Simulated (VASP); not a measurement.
The system is Sb.

```
Sb
1.0
    -3.97554    3.97554    1.99811
     3.97554   -3.97554    1.99811
     3.97554    3.97554   -1.99811
Sb
4
Direct
  0.65126 0.15126 0.80253
  0.15126 0.34874 0.50000
  0.34874 0.84874 0.19747
  0.84874 0.65126 0.50000
```

Base run:

- Program: VASP 6.6.1
- Functional: PBE
- Potentials or basis: VASP PAW PBE potentials, release 64 (Sb)
- Cutoff: 520 eV
- k mesh: 7 × 7 × 7
- Occupations: fermi-dirac, width 0.05 eV
- Spin: no spin polarisation

Its results: band gap on the k mesh zero (band 10 reaches 7.17 eV, above the bottom of band 11 at 5.60 eV); pressure 4.0 GPa; largest force 0.063 eV/Å.

**Question.** The run is repeated on the same cell with these changes: functional from PBE to LDA; potentials or basis from VASP PAW PBE potentials, release 64 (Sb) to VASP PAW LDA potentials, release 64 (Sb). What comes out?

**Answer.** Band gap on the k mesh zero (band 10 reaches 7.01 eV, above the bottom of band 11 at 5.45 eV); pressure 0.5 GPa; largest force 0.021 eV/Å.

Caveats: spin-orbit coupling is left out, which moves the levels of the heavy elements.
